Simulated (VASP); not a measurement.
BaTiO3, 5 atoms in the cell. It takes space group P4/mmm (No. 123, tetragonal). Conventional cell: a = 4.007 Å, b = 4.007 Å, c = 3.887 Å, α = 90.00°, β = 90.00°, γ = 90.00°. Within 3.7 Å of Ba (site symmetry 4/mmm) lie 12 O at 2.79 to 2.83 Å and 8 Ti at 3.44 Å. Within 2.6 Å of Ti (site symmetry 4/mmm) lie 6 O at 1.94 to 2.00 Å. Within 2.9 Å of O (site symmetry mmm) lie 2 Ti at 2.00 Å and 4 Ba at 2.79 Å and 8 O at 2.79 to 2.83 Å. O (site symmetry 4/mmm) has 2 Ti at 1.94 Å within 2.6 Å.  This cell differs from its parent crystal: zz strain of -3 %.

| Item | Value |
| --- | --- |
| Program | VASP 6.6.1 |
| Task | electric field gradients |
| Functional | LDA |
| Potentials or basis | VASP PAW LDA potentials, release 64 (Ba_sv, Ti_sv, O) |
| Cutoff | 520 eV |
| k mesh | 8 × 8 × 8 |
| Occupations | fermi-dirac, width 0.05 eV |
| Spin | no spin polarisation |
| Dipole correction | no |
| Further INCAR settings | ALGO = Normal; EDIFF = 1e-08; NBANDS = 28 |

Potentials or basis: VASP PAW LDA potentials, release 64 (Ba_sv, Ti_sv, O).

The run is started by

```console
$ cat potpaw_LDA.64/Ba_sv/POTCAR potpaw_LDA.64/Ti_sv/POTCAR potpaw_LDA.64/O/POTCAR > POTCAR
$ mpirun -np 1 vasp_std > vasp.out
```

Hardware: 1 thread of Intel(R) Xeon(R) 6975P-C (Granite Rapids), with other jobs on the host.

Task: Estimate the wall time of this run.

Result: Run time: 110 s on 1 thread of Intel(R) Xeon(R) 6975P-C (Granite Rapids) (shared host), peak memory 0.24 GiB. Counts: scf iterations 18, k points 75.
